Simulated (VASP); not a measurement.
Here is a VASP 6.6.1 calculation.

Contents of INCAR:

```
SYSTEM = ZnCd2Te2
  PREC = Accurate
  ENCUT = 450
  EDIFF = 1E-7
  ISMEAR = 0
  SIGMA = 0.05
  LREAL = .False.
  LASPH = .True.
  NELM = 120
  ALGO = Normal
  ISIF = 2
  LWAVE = .False.
  LCHARG = .False.
  LDIPOL = .True.
  IDIPOL = 3
  DIPOL = 0.5 0.5 0.367
  GGA = PE
  IBRION = 2
  NSW = 36
  EDIFFG = -0.025
  GGA_COMPAT = .False.
  NELMIN = 4
  NELMDL = -8
```

The input KPOINTS:

```
Automatic mesh
0
Gamma
  6 6 1
  0 0 0
```

File POSCAR:

```
ZnCd2Te2
1.0
    4.6794578624      0.0000000000      0.0000000000
   -2.3397289312      4.0525293848      0.0000000000
    0.0000000000      0.0000000000     20.0807281007
Te Cd Zn
2 2 1
Selective dynamics
Direct
    0.0000000000      0.0000000000      0.1991959644  F F F
    0.3333333333      0.6666666667      0.4037116092  F F F
    0.3333333333      0.6666666667      0.2467634795  F F F
    0.6666666667      0.3333333333      0.4273116023  F F F
    0.6666666667      0.3333333333      0.5597769187  F F T
```

Potentials or basis: VASP PAW PBE potentials, release 64 (Te, Cd, Zn).

Command:

```sh
$ cat potpaw_PBE.64/Te/POTCAR potpaw_PBE.64/Cd/POTCAR potpaw_PBE.64/Zn/POTCAR > POTCAR
$ mpirun -np 1 vasp_std > vasp.out
```

(1) What does it give for the energy gained by relaxing?

(2) What does it give for the band gap on the k mesh?

## Answers

(1) 9.7 meV/atom.

(2) zero (filled and empty bands touch).

Caveat: spin-orbit coupling is left out, which moves the levels of the heavy elements.
